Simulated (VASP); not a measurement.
# Cs4ErTe (Cmmm) in VASP: single point with PBE

Aim: the single point of Cs4ErTe with PBE.

Program: VASP 6.6.1. These are calculated values, not measurements. Logs are shortened: lines on timing, memory, paths and dates and some standing lists are left out, and cuts for length are marked.

## (1) The cell of the first run

The structure is orthorhombic, space group Cmmm (No. 65). The conventional cell has a = 9.035 Å, b = 12.619 Å, c = 6.932 Å, α = 90.00°, β = 90.00°, γ = 90.00°. Within 4.9 Å of Cs (site symmetry m2m) lie 5 Cs at 3.70 to 4.34 Å and 2 Te at 3.93 Å and 3 Er at 4.46 to 4.88 Å. Within 5.3 Å of Cs (site symmetry 2/m) lie 2 Te at 3.88 Å and 6 Cs at 4.34 to 4.52 Å and 4 Er at 5.20 Å. Er (site symmetry mmm) has 14 Cs at 4.46 to 5.20 Å and 4 Te at 5.69 Å within 5.8 Å. Te (site symmetry mmm) has 8 Cs at 3.88 to 3.93 Å within 5.1 Å.

The cell was built from a structure type or drawn by symmetry, and may not be a known phase.

## (2) Single point, PBE

Input file INCAR:

```
SYSTEM = Cs4ErTe
PREC     = Accurate       ! precision mode
ENCUT    = 500            ! plane-wave cutoff, eV
EDIFF    = 1E-6           ! SCF threshold, eV
ISMEAR   = 0              ! smearing method
SIGMA    = 0.2            ! smearing width, eV
LREAL    = .FALSE.        ! projectors in reciprocal space
LASPH    = .TRUE.         ! aspherical terms in the spheres
NELM     = 200            ! most SCF steps
ALGO     = Normal         ! electronic algorithm
ISIF     = 2              ! what is computed and relaxed
LWAVE    = .FALSE.        ! write WAVECAR
LCHARG   = .FALSE.        ! write CHGCAR
GGA      = PE             ! functional
NBANDS   = 34             ! bands
GGA_COMPAT= .FALSE.      
LMAXMIX  = 6              ! l up to which the mixer works
```

Input file KPOINTS:

```
regular mesh
0
G
  3 3 3
  0 0 0
```

Input file POSCAR:

```
Cs4ErTe
1.0
    4.5173869397     -6.3092755399      0.0000000000
    4.5173869397      6.3092755399      0.0000000000
    0.0000000000      0.0000000000      6.9317248972
Cs Er Te
4 1 1
Direct
    0.1467466443      0.8532533557      0.0000000000
    0.8532533557      0.1467466443      0.0000000000
    0.0000000000      0.5000000000      0.5000000000
    0.5000000000      0.0000000000      0.5000000000
    0.5000000000      0.5000000000      0.0000000000
    0.0000000000      0.0000000000      0.5000000000
```

Potentials or basis: VASP PAW PBE potentials, release 64 (Cs_sv, Er_3, Te), 4f in core.

Started as:

```
> cat potpaw_PBE.64/Cs_sv/POTCAR potpaw_PBE.64/Er_3/POTCAR potpaw_PBE.64/Te/POTCAR > POTCAR
> mpirun -np 1 vasp_std > vasp.out
```

OUTCAR:

```text
SYSTEM = Cs4ErTe
   PREC = Accurate
   ENCUT = 500
   EDIFF = 1E-6
   ISMEAR = 0
   LREAL = .FALSE.
   LASPH = .TRUE.
   NELM = 200
   ISIF = 2
   GGA = PE

 ion  position               nearest neighbor table
   1  0.147  0.853  0.000-
   2  0.853  0.147  0.000-
   3  0.000  0.500  0.500-
   4  0.500  0.000  0.500-
   5  0.500  0.500  0.000-
   6  0.000  0.000  0.500-

  LATTYP: Found a base centered orthorhombic cell.
 ALAT       =     9.0347738794
 B/A-ratio  =     1.3966648472
 C/A-ratio  =     0.7672272698

  Lattice vectors:

 A1 = (   4.5173869397,  -6.3092755399,   0.0000000000)
 A2 = (   4.5173869397,   6.3092755399,   0.0000000000)
 A3 = (   0.0000000000,   0.0000000000,   6.9317248972)

Analysis of symmetry for initial positions (statically):
=====================================================================
 Subroutine PRICEL returns:
 Original cell was already a primitive cell.

 Routine SETGRP: Setting up the symmetry group for a
 base centered orthorhombic supercell.

 Subroutine GETGRP returns: Found  8 space group operations
 (whereof  8 operations were pure point group operations)
 out of a pool of  8 trial point group operations.

The static configuration has the point symmetry D_2h.

Analysis of symmetry for dynamics (positions and initial velocities):
=====================================================================
 Subroutine PRICEL returns:
 Original cell was already a primitive cell.

 Routine SETGRP: Setting up the symmetry group for a
 base centered orthorhombic supercell.

 Subroutine GETGRP returns: Found  8 space group operations
 (whereof  8 operations were pure point group operations)
 out of a pool of  8 trial point group operations.

The dynamic configuration has the point symmetry D_2h.

 Subroutine INISYM returns: Found  8 space group operations
 (whereof  8 operations are pure point group operations),
 and found     1 'primitive' translations

----------------------------------------------------------------------------------------

                                     Primitive cell

[... 77 lines left out ...]
   LSORBIT =      F    spin-orbit coupling
   LASPH  =      T    aspherical Exc in radial PAW
   ENCUT  =  500.0 eV  36.75 Ry    6.06 a.u.  14.15 14.15 12.64*2*pi/ulx,y,z
   NELM   =    200;   NELMIN=  2; NELMDL= -5     # of ELM steps
   EDIFF  = 0.1E-05   stopping-criterion for ELM
   LREAL  =      F    real-space projection
   EDIFFG = 0.1E-04   stopping-criterion for IOM
   NSW    =      0    number of steps for IOM
   IBRION =     -1    ionic relax: 0-MD 1-quasi-New 2-CG
   NFREE  =      0    steps in history (QN), initial steepest desc. (CG)
   ISIF   =      2    stress and relaxation
   ISYM   =      2    0-nonsym 1-usesym 2-fastsym
   POTIM  = 0.5000    time-step for ionic-motion
   TEBEG  =    0.0;   TEEND  =   0.0 temperature during run
   PSTRESS=    0.0 pullay stress
   NELECT =      51.0000    total number of electrons
   NUPDOWN=      -1.0000    fix difference up-down
   EMIN   =  10.00;   EMAX   =-10.00  energy-range for DOS
   EFERMI =   0.00;   METHOD = LEGACY
   ISMEAR =     0;   SIGMA  =   0.20  broadening in eV -4-tet -1-fermi 0-gaus
   EFERMI_NEDOS =   21; number of points for ismear=-14 and -15
   IALGO  =     38    algorithm
   IMIX   =      4    mixing-type and parameters
     AMIX     =   0.40;   BMIX     =  1.00
     AMIX_MAG =   1.60;   BMIX_MAG =  1.00
  volume/ion in A,a.u.               =      65.85       444.41
  Fermi-wavevector in a.u.,A,eV,Ry     =   0.827343  1.563451  9.313136  0.684496
  Thomas-Fermi vector in A             =   1.939531
   LORBIT       =      0    0 simple, 1 ext, 2 COOP (PROOUT), +10 PAW based schemes
   GGA     = PE    functional components
   LHFCALC =     F    Hartree Fock is set to
   AEXX    =    0.0000 exact exchange contribution
   IVDW    =     0    specifies the selected vdW correction
   LEPSILON=     F    determine dielectric tensor
   LRPA    =     F    only Hartree local field effects (RPA)
 non-spin polarized calculation
 Gauss-broadening in eV      SIGMA  =   0.20
  energy-cutoff  :      500.00
  volume of cell :      395.13
 maximum number of plane-waves:     10069
 NGX is ok and might be reduce to    60
   NGX = 29   NGY = 29   NGZ = 25

 number of electron      51.0000006 magnetization

 Free energy of the ion-electron system (eV)
  ---------------------------------------------------
  ext. energy  EPLUGINS =         0.00000000
  ---------------------------------------------------
  free energy    TOTEN  =       -10.47110342 eV

  energy without entropy =      -10.25989583  energy(sigma->0) =      -10.36549963

 E-fermi :   1.6479     XC(G=0):  -6.8514

 val. band max:        1.5873994255   @ k =   0.3333   0.0000   0.0000
 cond. band min:       1.6560128265   @ k =   0.3333   0.0000   0.3333
 fundamental gap:      0.0686134010
 Fermi energy:         1.6478752690

 k-point     1 :       0.0000    0.0000    0.0000
  band No.  band energies     occupation
      1     -25.6125      2.00000
      2     -25.5341      2.00000
      3     -25.4212      2.00000
      4     -21.7315      2.00000
      5     -21.6442      2.00000
      6     -21.6436      2.00000
[... 285 lines left out ...]
     33       3.3367      0.00000
     34       3.3645      0.00000

------------------------ aborting loop because EDIFF is reached ----------------------------------------

  FORCE on cell =-STRESS in cart. coord.  units (eV):
  Direction    XX          YY          ZZ          XY          YZ          ZX
  --------------------------------------------------------------------------------------
  -------------------------------------------------------------------------------------
  Total        0.7815623     -0.2921961     -0.1545354     -0.0000000      0.0000000      0.0000000
  in kB        3.1691009     -1.1848052     -0.6266144     -0.0000000      0.0000000      0.0000000
  external PRESSURE =       0.4525605 kB  Pullay stress =       0.0000000 kB

 VOLUME and BASIS-vectors are now :
 -----------------------------------------------------------------------------
  energy-cutoff  :      500.00
  volume of cell :      395.13
      direct lattice vectors                 reciprocal lattice vectors
     4.517386940 -6.309275540  0.000000000     0.110683456 -0.079248401  0.000000000
     4.517386940  6.309275540  0.000000000     0.110683456  0.079248401  0.000000000
     0.000000000  0.000000000  6.931724897     0.000000000  0.000000000  0.144264237

 POSITION                                       TOTAL-FORCE (eV/Angst)
 -----------------------------------------------------------------------------------
      4.51739      4.45755      0.00000        -0.000000     -0.035569      0.000000
      4.51739     -4.45755      0.00000        -0.000000      0.035569     -0.000000
      2.25869      3.15464      3.46586        -0.000000      0.000000     -0.000000
      2.25869     -3.15464      3.46586        -0.000000      0.000000     -0.000000
      4.51739      0.00000      0.00000         0.000000      0.000000     -0.000000
      0.00000      0.00000      3.46586        -0.000000      0.000000     -0.000000
 -----------------------------------------------------------------------------------
    total drift:                                0.000000      0.000000      0.000000

  FREE ENERGIE OF THE ION-ELECTRON SYSTEM (eV)
  ---------------------------------------------------
  free  energy   TOTEN  =       -10.4711034223 eV

  energy  without entropy=      -10.2598958300  energy(sigma->0) =      -10.36549963
```

OSZICAR:

```text
N       E                     dE             d eps       ncg     rms          rms(c)
DAV:   1     0.377089275880E+03    0.37709E+03   -0.18472E+04   736   0.114E+03
DAV:   2     0.368779673327E+02   -0.34021E+03   -0.32914E+03  1008   0.303E+02
DAV:   3    -0.107267975205E+02   -0.47605E+02   -0.47291E+02   896   0.105E+02
DAV:   4    -0.119957682185E+02   -0.12690E+01   -0.12476E+01   784   0.154E+01
DAV:   5    -0.120657499373E+02   -0.69982E-01   -0.69344E-01   920   0.384E+00    0.713E+00
DAV:   6    -0.106996853681E+02    0.13661E+01   -0.28036E+00   728   0.391E+00    0.388E+00
DAV:   7    -0.104737151135E+02    0.22597E+00   -0.14708E+00   936   0.355E+00    0.158E+00
DAV:   8    -0.104779448489E+02   -0.42297E-02   -0.22697E-01   720   0.146E+00    0.130E+00
DAV:   9    -0.104765772716E+02    0.13676E-02   -0.13561E-01   920   0.121E+00    0.730E-01
DAV:  10    -0.104708627404E+02    0.57145E-02   -0.54880E-02   776   0.654E-01    0.292E-01
DAV:  11    -0.104712277503E+02   -0.36501E-03   -0.10629E-02   776   0.369E-01    0.269E-01
DAV:  12    -0.104711007512E+02    0.12700E-03   -0.12018E-03   760   0.112E-01    0.607E-02
DAV:  13    -0.104711011354E+02   -0.38424E-06   -0.66170E-04   840   0.790E-02    0.176E-02
DAV:  14    -0.104711040992E+02   -0.29638E-05   -0.39416E-05   760   0.236E-02    0.109E-02
DAV:  15    -0.104711035343E+02    0.56490E-06   -0.13603E-05   672   0.127E-02    0.322E-03
DAV:  16    -0.104711034223E+02    0.11204E-06   -0.14809E-06   392   0.685E-03
   1 F= -.10471103E+02 E0= -.10365500E+02  d E =-.211208E+00
```

Wall time 83 s (1 thread of Intel Xeon 6975P-C (Granite Rapids), shared host); peak memory 0.48 GiB.

Results:

- Free energy: -10.4711 eV
- Pressure: 0.0 GPa
- Largest force: 0.036 eV/Å
- Band gap on the k mesh: zero (an odd number of electrons rules out a gap without spin polarisation)

Forces on the atoms (eV/Å):
```
Cs   0.000 -0.036  0.000
Cs   0.000  0.036  0.000
Cs   0.000  0.000  0.000
Cs   0.000  0.000  0.000
Er   0.000  0.000  0.000
Te   0.000  0.000  0.000
```

Stress tensor (GPa, compression positive):
```
 0.32  0.00  0.00
 0.00 -0.12  0.00
 0.00  0.00 -0.06
```

Caveat: spin-orbit coupling is left out, which moves the levels of the heavy elements; the 4f electrons are frozen in the core, so they carry no moment and show no levels. Spin polarisation is off, so any magnetic state and its effect on volume and gap are missing.
